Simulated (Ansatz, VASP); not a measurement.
This is a calculation of C for Ansatz 0.2.0.

Contents of input.yaml:

```yaml
crystal:
  lattice:
    - [0.0, 1.8183469191, 1.8183469191]
    - [1.8183469191, 0.0, 1.8183469191]
    - [1.8183469191, 1.8183469191, 0.0]
  atoms:
    - { symbol: C, position: [0.75, 0.75, 0.75] }
    - { symbol: C, position: [0.5, 0.5, 0.5] }
hamiltonian:
  xc: r2scan
  pseudopotentials: { kind: paw }
  dispersion: d3bj
kpoints:
  mp_grid: { grid: [13, 13, 13] }
scf:
  occupations: { method: fermi_dirac, width: 0.05 }
output:
  forces: true
  stress: true
  eigenvalues: true
```

Potentials or basis: Ansatz PAW.

Launch:

```sh
$ ansatz run input.yaml --threads 2 --pin off --max-ram 5120MiB --backend cpu --events-out ev --progress --plain --runs-dir out
```

Task: Set up the same calculation for VASP 6.6.1. Potentials there: VASP PAW PBE potentials, release 64 (C).

Result: As run (the cutoff follows the program's own potentials):

The input POSCAR:

```
C
1.0
    0.0000000000      1.8183469191      1.8183469191
    1.8183469191      0.0000000000      1.8183469191
    1.8183469191      1.8183469191      0.0000000000
C
2
Direct
    0.7500000000      0.7500000000      0.7500000000
    0.5000000000      0.5000000000      0.5000000000
```

INCAR.step1

```
SYSTEM = C
  PREC = Accurate
  ENCUT = 520
  ISMEAR = -1
  SIGMA = 0.05
  LREAL = .FALSE.
  LASPH = .TRUE.
  NELM = 80
  NBANDS = 11
  GGA = PE
  ALGO = Normal
  EDIFF = 1E-4
  LWAVE = .TRUE.
  LCHARG = .FALSE.
```

File INCAR.step2:

```
SYSTEM = C
  PREC = Accurate
  ENCUT = 520
  EDIFF = 1E-6
  ISMEAR = -1
  SIGMA = 0.05
  LREAL = .FALSE.
  LASPH = .TRUE.
  NELM = 80
  ALGO = Normal
  ISIF = 2
  LWAVE = .FALSE.
  LCHARG = .FALSE.
  METAGGA = R2SCAN
  LMIXTAU = .TRUE.
  IVDW = 12
  VDW_S6 = 1.0
  VDW_S8 = 0.78981345
  VDW_A1 = 0.49484001
  VDW_A2 = 5.73083694
  NBANDS = 11
  ISTART = 1
```

File KPOINTS:

```
regular mesh
0
G
  13 13 13
  0 0 0
```

Potentials or basis: VASP PAW PBE potentials, release 64 (C).

Launch:

```bash
$ cat potpaw_PBE.64/C/POTCAR > POTCAR
$ cp INCAR.step1 INCAR
$ mpirun -np 1 vasp_std > vasp.out
$ cp INCAR.step2 INCAR
$ mpirun -np 1 vasp_std > vasp.out
```

Both were run:

|  | VASP | Ansatz | Ansatz less VASP |
| --- | --- | --- | --- |
| gap on the k mesh at the Fermi level (eV) | 4.21 | 4.23 | +0.025 |
| least direct gap on the mesh (eV) | 5.68 | 5.72 | +0.040 |
| pressure (GPa) | -26.9 | -27.8 | -0.88 |

VASP's potentials were made for PBE, not for r2SCAN.

Noted on Ansatz's run: odd divisions of the mesh miss points on the zone boundary, where band edges often lie, so the gap on the mesh can be too wide.
